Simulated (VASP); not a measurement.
# TiH (P4_2/mmc) in VASP: a series of runs

TiH is run at these levels: PBEsol; tasks: single point.

Program: VASP 6.6.1. These are calculated values, not measurements. Logs are shortened: lines on timing, memory, paths and dates and some standing lists are left out, and cuts for length are marked.

### 1 The cell of the first run

It takes space group P4_2/mmc (No. 131, tetragonal). The conventional cell has a = 2.947 Å, b = 2.947 Å, c = 4.568 Å, α = 90.00°, β = 90.00°, γ = 90.00°. Within 2.5 Å of Ti (site symmetry mmm) lie 4 H at 1.86 Å. H (site symmetry -4m2) has 4 Ti at 1.86 Å and 2 H at 2.28 Å within 2.5 Å.

### 2 Single point, PBEsol

INCAR reads:

```
SYSTEM = TiH
ALGO = Normal
EDIFF = 1E-6
ENCUT = 520
GGA = PS
ISIF = 2
ISMEAR = -1
LASPH = .TRUE.
LCHARG = .FALSE.
LREAL = .FALSE.
LWAVE = .FALSE.
NBANDS = 21
NELM = 100
PREC = Accurate
SIGMA = 0.1
```

KPOINTS reads:

```
k-points
0
G
  5 5 3
  0 0 0
```

POSCAR reads:

```
TiH
1.0
    2.9474900000      0.0000000000      0.0000000000
    0.0000000000      2.9474900000      0.0000000000
    0.0000000000      0.0000000000      4.5681400000
Ti H
2 2
Direct
    0.5000000000      0.0000000000      0.5000000000
    0.0000000000      0.5000000000      0.0000000000
    0.0000000000      0.0000000000      0.2500000000
    0.0000000000      0.0000000000      0.7500000000
```

Potentials or basis: VASP PAW PBE potentials, release 64 (Ti_sv, H).

Run with:

```sh
$ cat potpaw_PBE.64/Ti_sv/POTCAR potpaw_PBE.64/H/POTCAR > POTCAR
$ mpirun -np 1 vasp_std > vasp.out
```

OUTCAR:

```text
SYSTEM = TiH
   EDIFF = 1E-6
   ENCUT = 520
   GGA = PS
   ISIF = 2
   ISMEAR = -1
   LASPH = .TRUE.
   LREAL = .FALSE.
   NELM = 100
   PREC = Accurate

 ion  position               nearest neighbor table
   1  0.500  0.000  0.500-   3 1.86   4 1.86   3 1.86   4 1.86
   2  0.000  0.500  0.000-   3 1.86   4 1.86   3 1.86   4 1.86
   3  0.000  0.000  0.250-   1 1.86   2 1.86   2 1.86   1 1.86
   4  0.000  0.000  0.750-   1 1.86   2 1.86   2 1.86   1 1.86

  LATTYP: Found a simple tetragonal cell.
 ALAT       =     2.9474900000
 C/A-ratio  =     1.5498407119

  Lattice vectors:

 A1 = (   2.9474900000,   0.0000000000,   0.0000000000)
 A2 = (   0.0000000000,   2.9474900000,   0.0000000000)
 A3 = (   0.0000000000,   0.0000000000,   4.5681400000)

Analysis of symmetry for initial positions (statically):
=====================================================================
 Subroutine PRICEL returns:
 Original cell was already a primitive cell.

 Routine SETGRP: Setting up the symmetry group for a
 simple tetragonal supercell.

 Subroutine GETGRP returns: Found 16 space group operations
 (whereof  8 operations were pure point group operations)
 out of a pool of 16 trial point group operations.

The static configuration has the point symmetry D_2h.
 The point group associated with its full space group is D_4h.

Analysis of symmetry for dynamics (positions and initial velocities):
=====================================================================
 Subroutine PRICEL returns:
 Original cell was already a primitive cell.

 Routine SETGRP: Setting up the symmetry group for a
 simple tetragonal supercell.

 Subroutine GETGRP returns: Found 16 space group operations
 (whereof  8 operations were pure point group operations)
 out of a pool of 16 trial point group operations.

The dynamic configuration has the point symmetry D_2h.
 The point group associated with its full space group is D_4h.

 Subroutine INISYM returns: Found 16 space group operations
 (whereof  8 operations are pure point group operations),
 and found     1 'primitive' translations

----------------------------------------------------------------------------------------

                                     Primitive cell

  volume of cell :      39.6866

  direct lattice vectors                    reciprocal lattice vectors
     2.947490000  0.000000000  0.000000000     0.339271719  0.000000000  0.000000000
     0.000000000  2.947490000  0.000000000     0.000000000  0.339271719  0.000000000
     0.000000000  0.000000000  4.568140000     0.000000000  0.000000000  0.218907477

  length of vectors
     2.947490000  2.947490000  4.568140000     0.339271719  0.339271719  0.218907477

  position of ions in fractional coordinates (direct lattice)
     0.500000000  0.000000000  0.500000000
     0.000000000  0.500000000  0.000000000
     0.000000000  0.000000000  0.250000000
     0.000000000  0.000000000  0.750000000

  ion indices of the primitive-cell ions
   primitive index   ion index
                 1           1
                 2           2
                 3           3
                 4           4

----------------------------------------------------------------------------------------

 KPOINTS: k-points

Automatic generation of k-mesh.
 Grid dimensions read from file:
 generate k-points for:    5    5    3

 Generating k-lattice:

  Cartesian coordinates                     Fractional coordinates (reciprocal lattice)
     0.067854344  0.000000000  0.000000000     0.200000000  0.000000000  0.000000000
     0.000000000  0.067854344  0.000000000     0.000000000  0.200000000  0.000000000
     0.000000000  0.000000000  0.072969159     0.000000000  0.000000000  0.333333333

  Length of vectors
     0.067854344  0.067854344  0.072969159

  Shift w.r.t. Gamma in fractional coordinates (k-lattice)
     0.000000000  0.000000000  0.000000000

 Subroutine IBZKPT returns following result:
 ===========================================

 Found     12 irreducible k-points:

 Following reciprocal coordinates:
            Coordinates               Weight
  0.000000  0.000000  0.000000      1.000000
  0.200000  0.000000  0.000000      4.000000
  0.400000  0.000000  0.000000      4.000000
  0.200000  0.200000  0.000000      4.000000
  0.400000  0.200000  0.000000      8.000000
  0.400000  0.400000  0.000000      4.000000
  0.000000  0.000000  0.333333      2.000000
  0.200000  0.000000  0.333333      8.000000
  0.400000  0.000000  0.333333      8.000000
  0.200000  0.200000  0.333333      8.000000
  0.400000  0.200000  0.333333     16.000000
  0.400000  0.400000  0.333333      8.000000
   k-points           NKPTS =     12   k-points in BZ     NKDIM =     12   number of bands    NBANDS=     21
   number of dos      NEDOS =    301   number of ions     NIONS =      4
   total plane-waves  NPLWV =  20736
   dimension x,y,z NGX =    24 NGY =   24 NGZ =   36
   dimension x,y,z NGXF=    48 NGYF=   48 NGZF=   72
   ions per type =               2   2
   NGX,Y,Z   is equivalent  to a cutoff of  13.54, 13.54, 13.10 a.u.
   NGXF,Y,Z  is equivalent  to a cutoff of  27.07, 27.07, 26.20 a.u.
 SYSTEM =  TiH
   PREC   = accura    normal or accurate (medium, high low for compatibility)
   ISTART =      0    job   : 0-new  1-cont  2-samecut
   ICHARG =      2    charge: 1-file 2-atom 10-const
   ISPIN  =      1    spin polarized calculation?
   LNONCOLLINEAR =      F non collinear calculations
   LSORBIT =      F    spin-orbit coupling
   LASPH  =      T    aspherical Exc in radial PAW
   ENCUT  =  520.0 eV  38.22 Ry    6.18 a.u.   5.48  5.48  8.49*2*pi/ulx,y,z
   NELM   =    100;   NELMIN=  2; NELMDL= -5     # of ELM steps
   EDIFF  = 0.1E-05   stopping-criterion for ELM
   LREAL  =      F    real-space projection
   EDIFFG = 0.1E-04   stopping-criterion for IOM
   NSW    =      0    number of steps for IOM
   IBRION =     -1    ionic relax: 0-MD 1-quasi-New 2-CG
   NFREE  =      0    steps in history (QN), initial steepest desc. (CG)
   ISIF   =      2    stress and relaxation
   ISYM   =      2    0-nonsym 1-usesym 2-fastsym
   POTIM  = 0.5000    time-step for ionic-motion
   TEBEG  =    0.0;   TEEND  =   0.0 temperature during run
   PSTRESS=    0.0 pullay stress
   NELECT =      26.0000    total number of electrons
   NUPDOWN=      -1.0000    fix difference up-down
   EMIN   =  10.00;   EMAX   =-10.00  energy-range for DOS
   EFERMI =   0.00;   METHOD = LEGACY
   ISMEAR =    -1;   SIGMA  =   0.10  broadening in eV -4-tet -1-fermi 0-gaus
   EFERMI_NEDOS =   21; number of points for ismear=-14 and -15
   IALGO  =     38    algorithm
   IMIX   =      4    mixing-type and parameters
     AMIX     =   0.40;   BMIX     =  1.00
     AMIX_MAG =   1.60;   BMIX_MAG =  1.00
  volume/ion in A,a.u.               =       9.92        66.95
  Fermi-wavevector in a.u.,A,eV,Ry     =   1.421842  2.686891 27.505999  2.021634
  Thomas-Fermi vector in A             =   2.542609
   LORBIT       =      0    0 simple, 1 ext, 2 COOP (PROOUT), +10 PAW based schemes
   GGA     = PS    functional components
   LHFCALC =     F    Hartree Fock is set to
   AEXX    =    0.0000 exact exchange contribution
   IVDW    =     0    specifies the selected vdW correction
   LEPSILON=     F    determine dielectric tensor
   LRPA    =     F    only Hartree local field effects (RPA)
 non-spin polarized calculation
  energy-cutoff  :      520.00
  volume of cell :       39.69
 maximum number of plane-waves:      1085
 NGX is ok and might be reduce to    24
   NGX = 11   NGY = 11   NGZ = 17

 number of electron      25.9999998 magnetization

 Free energy of the ion-electron system (eV)
  ---------------------------------------------------
  ext. energy  EPLUGINS =         0.00000000
  ---------------------------------------------------
  free energy    TOTEN  =       -24.99167264 eV

  energy without entropy =      -24.92466907  energy(sigma->0) =      -24.95817085

 E-fermi :   7.5043     XC(G=0): -11.5883

 val. band max:        7.4819791493   @ k =   0.0000   0.0000   0.0000
 cond. band min:       7.5973018037   @ k =   0.4000   0.0000   0.0000
 fundamental gap:      0.1153226544
 Fermi energy:         7.5043343172

 k-point     1 :       0.0000    0.0000    0.0000
  band No.  band energies     occupation
      1     -49.2582      2.00000
      2     -49.1734      2.00000
      3     -25.8230      2.00000
      4     -25.4742      2.00000
      5     -25.4742      2.00000
      6     -25.3758      2.00000
[... 13 lines left out ...]
     20      10.5373      0.00000
     21      15.1177      0.00000

 k-point     2 :       0.2000    0.0000    0.0000
  band No.  band energies     occupation
      1     -49.2374      2.00000
      2     -49.1687      2.00000
      3     -25.7658      2.00000
      4     -25.5931      2.00000
      5     -25.4559      2.00000
      6     -25.4415      2.00000
[... 13 lines left out ...]
     20      11.2187      0.00000
     21      14.3401      0.00000

 k-point     3 :       0.4000    0.0000    0.0000
  band No.  band energies     occupation
      1     -49.1957      2.00000
      2     -49.1689      2.00000
      3     -25.7854      2.00000
      4     -25.6304      2.00000
      5     -25.6294      2.00000
      6     -25.4900      2.00000
[... 13 lines left out ...]
     20      12.0786      0.00000
     21      13.0178      0.00000
[... 169 lines left out ...]
 k-point    11 :       0.4000    0.2000    0.3333
  band No.  band energies     occupation
      1     -49.1753      2.00000
      2     -49.1642      2.00000
      3     -25.8304      2.00000
      4     -25.6938      2.00000
      5     -25.5581      2.00000
      6     -25.4990      2.00000
[... 13 lines left out ...]
     20      11.5181      0.00000
     21      13.4131      0.00000

 k-point    12 :       0.4000    0.4000    0.3333
  band No.  band energies     occupation
      1     -49.1515      2.00000
      2     -49.1474      2.00000
      3     -25.8164      2.00000
      4     -25.6996      2.00000
      5     -25.6493      2.00000
      6     -25.5732      2.00000
[... 13 lines left out ...]
     20      12.7187      0.00000
     21      13.1110      0.00000

------------------------ aborting loop because EDIFF is reached ----------------------------------------

  FORCE on cell =-STRESS in cart. coord.  units (eV):
  Direction    XX          YY          ZZ          XY          YZ          ZX
  --------------------------------------------------------------------------------------
  -------------------------------------------------------------------------------------
  Total       -0.8720511     -0.8720511     -0.6874478      0.0000000      0.0000000      0.0000000
  in kB      -35.2053329    -35.2053329    -27.7527622      0.0000000      0.0000000      0.0000000
  external PRESSURE =     -32.7211426 kB  Pullay stress =       0.0000000 kB

 VOLUME and BASIS-vectors are now :
 -----------------------------------------------------------------------------
  energy-cutoff  :      520.00
  volume of cell :       39.69
      direct lattice vectors                 reciprocal lattice vectors
     2.947490000  0.000000000  0.000000000     0.339271719  0.000000000  0.000000000
     0.000000000  2.947490000  0.000000000     0.000000000  0.339271719  0.000000000
     0.000000000  0.000000000  4.568140000     0.000000000  0.000000000  0.218907477

 POSITION                                       TOTAL-FORCE (eV/Angst)
 -----------------------------------------------------------------------------------
      1.47375      0.00000      2.28407         0.000000      0.000000      0.000000
      0.00000      1.47375      0.00000         0.000000      0.000000      0.000000
      0.00000      0.00000      1.14203        -0.000000     -0.000000      0.000000
      0.00000      0.00000      3.42610         0.000000      0.000000      0.000000
 -----------------------------------------------------------------------------------
    total drift:                                0.000000      0.000000     -0.000000

  FREE ENERGIE OF THE ION-ELECTRON SYSTEM (eV)
  ---------------------------------------------------
  free  energy   TOTEN  =       -24.9916726371 eV

  energy  without entropy=      -24.9246690716  energy(sigma->0) =      -24.95817085
```

Wall time 12 s (1 thread of Intel Xeon 6975P-C, shared host); peak memory 0.15 GiB.

Results:

* Free energy: -24.9917 eV
* Pressure: -3.3 GPa
* Band gap on the k mesh: zero (band 13 reaches 7.61 eV, above the bottom of band 14 at 7.60 eV)

Stress tensor (GPa, compression positive):
```
-3.52  0.00  0.00
 0.00 -3.52  0.00
 0.00  0.00 -2.78
```

Levels at points of the mesh, in eV from the Fermi level:
| k point | band 11 | band 12 | band 13 | band 14 | band 15 | band 16 |
| --- | --- | --- | --- | --- | --- | --- |
| (0.00, 0.00, 0.00) | -2.76 | -2.42 | -0.02 | 0.53 | 0.53 | 1.52 |

Caveat: the k points lie up to 0.46 Å⁻¹ apart; the PAW data sets were made with another functional, which shifts forces and pressure a little.

### 3 Single point, PBEsol

INCAR reads:

```
PREC = Accurate ; ENCUT = 520
EDIFF = 1E-6 ; ISMEAR = -1
SIGMA = 0.1 ; LREAL = False
LASPH = True ; NELM = 80
ALGO = Normal ; ISIF = 2
LWAVE = False ; LCHARG = False
GGA = PS ; NBANDS = 21
```

KPOINTS reads:

```
regular mesh
0
Gamma
  6 6 4
```

POSCAR is that of step 2.

Potentials or basis: VASP PAW PBE potentials, release 64 (Ti_sv, H).

Run with:

```sh
$ cat potpaw_PBE.64/Ti_sv/POTCAR potpaw_PBE.64/H/POTCAR > POTCAR
$ mpirun -np 1 vasp_std > vasp.out
```

OUTCAR:

```text
PREC = Accurate
   ENCUT = 520
   EDIFF = 1E-6
   ISMEAR = -1
   LREAL = False
   LASPH = True
   NELM = 80
   ISIF = 2
   GGA = PS

 ion  position               nearest neighbor table
   1  0.500  0.000  0.500-   3 1.86   4 1.86   3 1.86   4 1.86
   2  0.000  0.500  0.000-   3 1.86   4 1.86   3 1.86   4 1.86
   3  0.000  0.000  0.250-   1 1.86   2 1.86   2 1.86   1 1.86
   4  0.000  0.000  0.750-   1 1.86   2 1.86   2 1.86   1 1.86

  LATTYP: Found a simple tetragonal cell.
 ALAT       =     2.9474900000
 C/A-ratio  =     1.5498407119

  Lattice vectors:

 A1 = (   2.9474900000,   0.0000000000,   0.0000000000)
 A2 = (   0.0000000000,   2.9474900000,   0.0000000000)
 A3 = (   0.0000000000,   0.0000000000,   4.5681400000)

Analysis of symmetry for initial positions (statically):
=====================================================================
 Subroutine PRICEL returns:
 Original cell was already a primitive cell.

 Routine SETGRP: Setting up the symmetry group for a
 simple tetragonal supercell.

 Subroutine GETGRP returns: Found 16 space group operations
 (whereof  8 operations were pure point group operations)
[... 169 lines left out ...]

 E-fermi :   7.4258     XC(G=0): -11.5872

 val. band max:        7.3944262031   @ k =   0.3333   0.0000   0.5000
 cond. band min:       7.4638110893   @ k =   0.1667   0.1667   0.0000
 fundamental gap:      0.0693848862
 Fermi energy:         7.4257509569

 k-point     1 :       0.0000    0.0000    0.0000
  band No.  band energies     occupation
      1     -49.2470      2.00000
      2     -49.1621      2.00000
      3     -25.8043      2.00000
      4     -25.4707      2.00000
      5     -25.4707      2.00000
      6     -25.3565      2.00000
[... 565 lines left out ...]
     20      10.5270      0.00000
     21      13.3886      0.00000

 [... further k-points ...]

------------------------ aborting loop because EDIFF is reached ----------------------------------------

  FORCE on cell =-STRESS in cart. coord.  units (eV):
  Direction    XX          YY          ZZ          XY          YZ          ZX
  --------------------------------------------------------------------------------------
  -------------------------------------------------------------------------------------
  Total       -0.8098979     -0.8098979     -0.6948174      0.0000000      0.0000000      0.0000000
  in kB      -32.6961606    -32.6961606    -28.0502790      0.0000000      0.0000000      0.0000000
  external PRESSURE =     -31.1475334 kB  Pullay stress =       0.0000000 kB

 VOLUME and BASIS-vectors are now :
 -----------------------------------------------------------------------------
  energy-cutoff  :      520.00
  volume of cell :       39.69
      direct lattice vectors                 reciprocal lattice vectors
     2.947490000  0.000000000  0.000000000     0.339271719  0.000000000  0.000000000
     0.000000000  2.947490000  0.000000000     0.000000000  0.339271719  0.000000000
     0.000000000  0.000000000  4.568140000     0.000000000  0.000000000  0.218907477

 POSITION                                       TOTAL-FORCE (eV/Angst)
 -----------------------------------------------------------------------------------
      1.47375      0.00000      2.28407        -0.000000      0.000000      0.000000
      0.00000      1.47375      0.00000        -0.000000      0.000000      0.000000
      0.00000      0.00000      1.14203         0.000000     -0.000000      0.000000
      0.00000      0.00000      3.42610         0.000000      0.000000      0.000000
 -----------------------------------------------------------------------------------
    total drift:                                0.000000      0.000000     -0.000000

  FREE ENERGIE OF THE ION-ELECTRON SYSTEM (eV)
  ---------------------------------------------------
  free  energy   TOTEN  =       -24.9701964409 eV

  energy  without entropy=      -24.8857866362  energy(sigma->0) =      -24.92799154
```

OSZICAR:

```text
N       E                     dE             d eps       ncg     rms          rms(c)
DAV:   1     0.284187622023E+03    0.28419E+03   -0.13779E+04  1260   0.151E+03
DAV:   2     0.224974403001E+01   -0.28194E+03   -0.27579E+03  1290   0.441E+02
DAV:   3    -0.276225068173E+02   -0.29872E+02   -0.29533E+02  2327   0.121E+02
DAV:   4    -0.291067541188E+02   -0.14842E+01   -0.14803E+01  1560   0.263E+01
DAV:   5    -0.291696174333E+02   -0.62863E-01   -0.62862E-01  1833   0.404E+00    0.167E+01
DAV:   6    -0.250812477955E+02    0.40884E+01   -0.12272E+01  1455   0.356E+01    0.344E+00
DAV:   7    -0.249721574189E+02    0.10909E+00   -0.13282E+00  1884   0.669E+00    0.206E+00
DAV:   8    -0.249680092240E+02    0.41482E-02   -0.12537E-01  1512   0.391E+00    0.869E-01
DAV:   9    -0.249701732220E+02   -0.21640E-02   -0.31238E-02  1667   0.134E+00    0.252E-01
DAV:  10    -0.249701010074E+02    0.72215E-04   -0.35954E-03  1608   0.581E-01    0.865E-02
DAV:  11    -0.249702114581E+02   -0.11045E-03   -0.24376E-04  1591   0.143E-01    0.280E-02
DAV:  12    -0.249701979585E+02    0.13500E-04   -0.32385E-05  1727   0.416E-02    0.968E-03
DAV:  13    -0.249701966880E+02    0.12705E-05   -0.39004E-06  1283   0.166E-02    0.146E-03
DAV:  14    -0.249701964409E+02    0.24707E-06   -0.51016E-07   785   0.101E-02
   1 F= -.24970196E+02 E0= -.24927992E+02  d E =-.844098E-01
```

Wall time 22 s (1 thread of Intel Xeon 6975P-C, shared host); peak memory 0.16 GiB.

Results:

```yaml
Free_energy: -24.9702 eV
Pressure: -3.1 GPa
Band_gap_on_the_k_mesh: zero (band 13 reaches 7.70 eV, above the bottom of band 14 at 6.95 eV)
```

Caveat: the PAW data sets were made with another functional, which shifts forces and pressure a little.
